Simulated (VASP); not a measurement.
N, 20 atoms in the cell. The cell holds an amorphous packing of atoms, 20 atoms: a = 7.106 Å, b = 7.106 Å, c = 7.106 Å, α = 90.00°, β = 90.00°, γ = 90.00°. 

- Program: VASP 6.6.1
- Task: single point
- Functional: r2SCAN
- Potentials or basis: VASP PAW PBE potentials, release 64 (N)
- Cutoff: 520 eV
- k mesh: 1 × 1 × 1
- Occupations: fermi-dirac, width 0.05 eV
- Spin: no spin polarisation
- Dipole correction: no
- Further INCAR settings: LREAL = Auto; ALGO = Normal; EDIFF = 1e-06; NBANDS = 66

Potentials or basis: VASP PAW PBE potentials, release 64 (N).

Command:

```sh
$ cat potpaw_PBE.64/N/POTCAR > POTCAR
$ cp INCAR.step1 INCAR
$ mpirun -np 1 vasp_gam > vasp.out
$ cp INCAR.step2 INCAR
$ mpirun -np 1 vasp_gam > vasp.out
```

Hardware: 1 thread of Intel(R) Xeon(R) Platinum 8481C CPU @ 2.70GHz (Sapphire Rapids) (shared host).

Problem. Estimate the wall time of this run.

Solution. Run time: 87 s on 1 thread of Intel(R) Xeon(R) Platinum 8481C CPU @ 2.70GHz (Sapphire Rapids) (shared host), peak memory 0.4 GiB. Counts: k points 1.
